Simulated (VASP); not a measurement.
# Pb (P6_3/mmc) in VASP: single point with LDA

Aim: the single point of Pb with LDA.

All numbers are computed with VASP 6.6.1; they aren't measurements. Logs are shortened: lines on timing, memory, paths and dates and some standing lists are left out, and cuts for length are marked.

### 1 The cell of the first run

The structure is hexagonal, space group P6_3/mmc (No. 194). Conventional cell: a = 3.480 Å, b = 3.480 Å, c = 5.590 Å, α = 90.00°, β = 90.00°, γ = 120.00°. Within 4.5 Å of Pb (site symmetry -6m2) lie 12 Pb at 3.44 to 3.48 Å.

This isn't the form of Pb at room conditions, which is fcc.

### 2 Single point, LDA, non-collinear spin, zero start, spin-orbit coupling

Contents of INCAR:

```
  PREC = Accurate
  ENCUT = 520
  EDIFF = 1E-7
  ISMEAR = 0
  SIGMA = 0.05
  LREAL = False
  LASPH = True
  NELM = 150
  ALGO = Normal
  ISIF = 2
  LWAVE = False
  LCHARG = True
  MAGMOM = 0 0 0 0 0 0
  LORBIT = 11
  LSORBIT = True
  GGA_COMPAT = False
  LORBMOM = True
  GGA = CA
  LVHAR = True
  NBANDS = 40
  LUSENCCL = False
```

Contents of KPOINTS:

```
Automatic mesh
0
Gamma
  18 18 8
```

Contents of POSCAR:

```
Pb
1.0
    3.4800000000      0.0000000000      0.0000000000
   -1.7400000000      3.0137684100      0.0000000000
    0.0000000000      0.0000000000      5.5900000000
Pb
2
Direct
    0.3333333300      0.6666666700      0.2500000000
    0.6666666700      0.3333333300      0.7500000000
```

Potentials or basis: VASP PAW LDA potentials, release 64 (Pb_d).

Command:

```sh
> cat potpaw_LDA.64/Pb_d/POTCAR > POTCAR
> mpirun -np 1 vasp_ncl > vasp.out
```

OUTCAR:

```text
PREC = Accurate
   ENCUT = 520
   EDIFF = 1E-7
   ISMEAR = 0
   LREAL = False
   LASPH = True
   NELM = 150
   ISIF = 2
   LORBIT = 11
   LSORBIT = True
   GGA = CA

 ion  position               nearest neighbor table
   1  0.333  0.667  0.250-   2 3.44   2 3.44   2 3.44   2 3.44   2 3.44   2 3.44
   2  0.667  0.333  0.750-   1 3.44   1 3.44   1 3.44   1 3.44   1 3.44   1 3.44

  LATTYP: Found a hexagonal cell.
 ALAT       =     3.4800000000
 C/A-ratio  =     1.6063218391

  Lattice vectors:

 A1 = (   3.4800000000,   0.0000000000,   0.0000000000)
 A2 = (  -1.7400000000,   3.0137684100,   0.0000000000)
 A3 = (   0.0000000000,   0.0000000000,   5.5900000000)

Analysis of symmetry for initial positions (statically):
=====================================================================
 Subroutine PRICEL returns:
 Original cell was already a primitive cell.

 Routine SETGRP: Setting up the symmetry group for a
 hexagonal supercell.

 Subroutine GETGRP returns: Found 24 space group operations
 (whereof 12 operations were pure point group operations)
 out of a pool of 24 trial point group operations.

The static configuration has the point symmetry D_3d.
 The point group associated with its full space group is D_6h.

Analysis of symmetry for dynamics (positions and initial velocities):
=====================================================================
 Subroutine PRICEL returns:
 Original cell was already a primitive cell.

 Routine SETGRP: Setting up the symmetry group for a
 hexagonal supercell.

 Subroutine GETGRP returns: Found 24 space group operations
 (whereof 12 operations were pure point group operations)
 out of a pool of 24 trial point group operations.

The dynamic configuration has the point symmetry D_3d.
 The point group associated with its full space group is D_6h.

Analysis of structural, dynamic, and magnetic symmetry:
=====================================================================
 Subroutine PRICEL returns:
 Original cell was already a primitive cell.

 Routine SETGRP: Setting up the symmetry group for a
 hexagonal supercell.

 Subroutine GETGRP returns: Found 24 space group operations
 (whereof 12 operations were pure point group operations)
 out of a pool of 24 trial point group operations.

The overall configuration has the point symmetry D_3d.
 The point group associated with its full space group is D_6h.

 Subroutine INISYM returns: Found 24 space group operations
 (whereof 12 operations are pure point group operations),
 and found     1 'primitive' translations

----------------------------------------------------------------------------------------

                                     Primitive cell

  volume of cell :      58.6274

  direct lattice vectors                    reciprocal lattice vectors
     3.480000000  0.000000000  0.000000000     0.287356322  0.165905250 -0.000000000
    -1.740000000  3.013768410  0.000000000     0.000000000  0.331810499  0.000000000
     0.000000000  0.000000000  5.590000000     0.000000000 -0.000000000  0.178890877

  length of vectors
     3.480000000  3.480000004  5.590000000     0.331810499  0.331810499  0.178890877

  position of ions in fractional coordinates (direct lattice)
     0.333333330  0.666666670  0.250000000
     0.666666670  0.333333330  0.750000000

  ion indices of the primitive-cell ions
   primitive index   ion index
                 1           1
                 2           2

----------------------------------------------------------------------------------------

 KPOINTS: Automatic mesh

Automatic generation of k-mesh.
 Grid dimensions read from file:
 generate k-points for:   18   18    8

 Generating k-lattice:

  Cartesian coordinates                     Fractional coordinates (reciprocal lattice)
     0.015964240  0.009216958 -0.000000000     0.055555556  0.000000000  0.000000000
[... 102 lines left out ...]

 Free energy of the ion-electron system (eV)
  ---------------------------------------------------
  ext. energy  EPLUGINS =         0.00000000
  ---------------------------------------------------
  free energy    TOTEN  =        -9.59744014 eV

  energy without entropy =       -9.59508355  energy(sigma->0) =       -9.59626184

 E-fermi :   7.2660     XC(G=0): -10.6043

 val. band max:        7.2616938756   @ k =   0.3333   0.1667   0.2500
 cond. band min:       7.2706758808   @ k =   0.2222   0.0556   0.1250
 fundamental gap:      0.0089820052
 Fermi energy:         7.2659837401

 k-point     1 :       0.0000    0.0000    0.0000
  band No.  band energies     occupation
      1     -11.0470      1.00000
      2     -11.0470      1.00000
      3     -11.0469      1.00000
      4     -11.0469      1.00000
      5     -11.0330      1.00000
      6     -11.0330      1.00000
[... 1021 lines left out ...]
     39      15.2006      0.00000
     40      15.2006      0.00000

 [... further k-points ...]

------------------------ aborting loop because EDIFF is reached ----------------------------------------

  FORCE on cell =-STRESS in cart. coord.  units (eV):
  Direction    XX          YY          ZZ          XY          YZ          ZX
  --------------------------------------------------------------------------------------
  -------------------------------------------------------------------------------------
  Total       -0.3147689     -0.3147689      0.0526695     -0.0000000      0.0000000     -0.0000000
  in kB       -8.6020402     -8.6020402      1.4393579     -0.0000000      0.0000000     -0.0000000
  external PRESSURE =      -5.2549075 kB  Pullay stress =       0.0000000 kB

 VOLUME and BASIS-vectors are now :
 -----------------------------------------------------------------------------
  energy-cutoff  :      520.00
  volume of cell :       58.63
      direct lattice vectors                 reciprocal lattice vectors
     3.480000000  0.000000000  0.000000000     0.287356322  0.165905250 -0.000000000
    -1.740000000  3.013768410  0.000000000     0.000000000  0.331810499  0.000000000
     0.000000000  0.000000000  5.590000000     0.000000000 -0.000000000  0.178890877

 POSITION                                       TOTAL-FORCE (eV/Angst)
 -----------------------------------------------------------------------------------
     -0.00000      2.00918      1.39750        -0.000000      0.000000     -0.000000
      1.74000      1.00459      4.19250         0.000000      0.000000      0.000000
 -----------------------------------------------------------------------------------
    total drift:                               -0.000000      0.000000      0.000000

  FREE ENERGIE OF THE ION-ELECTRON SYSTEM (eV)
  ---------------------------------------------------
  free  energy   TOTEN  =        -9.5974401428 eV

  energy  without entropy=       -9.5950835450  energy(sigma->0) =       -9.59626184

 orbital moment (x)

 # of ion     p       d       tot
 ----------------------------------------
  1         0.000   0.000   0.000
  2         0.000   0.000   0.000
 ----------------------------------------
            0.000   0.000   0.000

 orbital moment (y)

 # of ion     p       d       tot
 ----------------------------------------
  1        -0.000   0.000  -0.000
  2        -0.000  -0.000  -0.000
 ----------------------------------------
           -0.000  -0.000  -0.000

 orbital moment (z)

 # of ion     p       d       tot
 ----------------------------------------
  1         0.000   0.000   0.000
  2         0.000   0.000   0.000
 ----------------------------------------
            0.000   0.000   0.000

 Spin-Orbit-Coupling matrix elements

 Ion:    1  E_soc:     -1.1683253
 l=   1
     0.0000000    -0.1260201    -0.1256064
    -0.1260201     0.0000000    -0.1260201
    -0.1256064    -0.1260201     0.0000000
 l=   2
     0.0000000    -0.0137336     0.0000000    -0.0137336    -0.0551911
    -0.0137336     0.0000000    -0.0413602    -0.0136702    -0.0137336
     0.0000000    -0.0413602     0.0000000    -0.0413602     0.0000000
    -0.0137336    -0.0136702    -0.0413602     0.0000000    -0.0137336
    -0.0551911    -0.0137336     0.0000000    -0.0137336     0.0000000
 l=   3
     0.0000000     0.0000000     0.0000000     0.0000000     0.0000000     0.0000000     0.0000000
     0.0000000     0.0000000     0.0000000     0.0000000     0.0000000     0.0000000     0.0000000
     0.0000000     0.0000000     0.0000000     0.0000000     0.0000000     0.0000000     0.0000000
     0.0000000     0.0000000     0.0000000     0.0000000     0.0000000     0.0000000     0.0000000
     0.0000000     0.0000000     0.0000000     0.0000000     0.0000000     0.0000000     0.0000000
     0.0000000     0.0000000     0.0000000     0.0000000     0.0000000     0.0000000     0.0000000
     0.0000000     0.0000000     0.0000000     0.0000000     0.0000000     0.0000000     0.0000000

 Ion:    2  E_soc:     -1.1683253
 l=   1
     0.0000000    -0.1260201    -0.1256064
    -0.1260201     0.0000000    -0.1260201
    -0.1256064    -0.1260201     0.0000000
 l=   2
     0.0000000    -0.0137336     0.0000000    -0.0137336    -0.0551911
    -0.0137336     0.0000000    -0.0413602    -0.0136702    -0.0137336
     0.0000000    -0.0413602     0.0000000    -0.0413602     0.0000000
    -0.0137336    -0.0136702    -0.0413602     0.0000000    -0.0137336
    -0.0551911    -0.0137336     0.0000000    -0.0137336     0.0000000
 l=   3
     0.0000000     0.0000000     0.0000000     0.0000000     0.0000000     0.0000000     0.0000000
     0.0000000     0.0000000     0.0000000     0.0000000     0.0000000     0.0000000     0.0000000
     0.0000000     0.0000000     0.0000000     0.0000000     0.0000000     0.0000000     0.0000000
     0.0000000     0.0000000     0.0000000     0.0000000     0.0000000     0.0000000     0.0000000
     0.0000000     0.0000000     0.0000000     0.0000000     0.0000000     0.0000000     0.0000000
     0.0000000     0.0000000     0.0000000     0.0000000     0.0000000     0.0000000     0.0000000
     0.0000000     0.0000000     0.0000000     0.0000000     0.0000000     0.0000000     0.0000000

 total charge

# of ion       s       p       d       tot
------------------------------------------
    1        1.395   0.784   9.809  11.988
    2        1.395   0.784   9.809  11.988
--------------------------------------------------
tot          2.790   1.569  19.617  23.977

 magnetization (x)

# of ion       s       p       d       tot
------------------------------------------
    1       -0.000   0.000   0.000   0.000
    2        0.000   0.000   0.000   0.000
--------------------------------------------------
tot          0.000   0.000   0.000   0.000

 magnetization (y)

# of ion       s       p       d       tot
------------------------------------------
    1        0.000   0.000   0.000   0.000
    2       -0.000   0.000   0.000  -0.000
--------------------------------------------------
tot         -0.000   0.000   0.000  -0.000

 magnetization (z)

# of ion       s       p       d       tot
------------------------------------------
    1        0.000   0.000   0.000   0.000
    2        0.000   0.000   0.000   0.000
--------------------------------------------------
tot          0.000   0.000   0.000   0.000
```

Wall time 10 min (1 × NVIDIA H100 80GB with 1 thread of Intel Xeon Platinum 8481C at 2.70GHz (Sapphire Rapids), shared host); peak memory 1.6 GiB.

What came out:

```
Free energy                                           : -9.5974 eV
Pressure                                              : -0.5 GPa
Net moment                                            : 0.00 μB per cell
Valence electrons inside the program's atomic spheres : Pb 11.99
```

Moments on the atoms (μB; x, y, z):
```
Pb  0.00 0.00 0.00
Pb  0.00 0.00 0.00
```
